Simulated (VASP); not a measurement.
Cu: single point with PBEsol

Crystal: Cu.

```
CELL_PARAMETERS angstrom
0.00000 1.81663 1.81663
1.81663 0.00000 1.81663
1.81663 1.81663 0.00000
ATOMIC_POSITIONS crystal
Cu 0.00000 0.00000 0.00000
```

This cell differs from its parent crystal: volume scaled by 1.06.

```json
{"Program": "VASP 6.6.1", "Task": "single point", "Functional": "PBEsol", "Potentials or basis": "VASP PAW PBE potentials, release 64 (Cu)", "Cutoff": "520 eV", "k mesh": "20 × 20 × 20", "Occupations": "gaussian, width 0.1 eV", "Spin": "no spin polarisation"}
```

```yaml
Pressure: -7.8 GPa
```

Levels at points of the mesh, in eV from the Fermi level:
| k point | band 2 | band 3 | band 4 | band 5 | band 6 | band 7 | band 8 | band 9 | band 10 | band 11 |
| --- | --- | --- | --- | --- | --- | --- | --- | --- | --- | --- |
| (0.00, 0.00, 0.00) | -2.94 | -2.94 | -2.94 | -2.13 | -2.13 | 22.50 | 25.00 | 25.00 | 25.00 | 27.47 |
| (0.50, 0.00, 0.00) | -2.97 | -2.97 | -1.57 | -1.57 | -0.96 | 3.70 | 21.00 | 21.82 | 21.82 | 24.86 |
| (0.50, 0.50, 0.00) | -4.31 | -1.59 | -1.43 | -1.43 | 1.51 | 7.03 | 12.96 | 12.96 | 17.44 | 20.03 |

It took 46 s on 1 thread of Intel(R) Xeon(R) Platinum 8259CL CPU @ 2.50GHz (Skylake/Cascade Lake) (shared host), peak memory 0.15 GiB.

Caveat: the PAW data sets were made with another functional, which shifts forces and pressure a little.
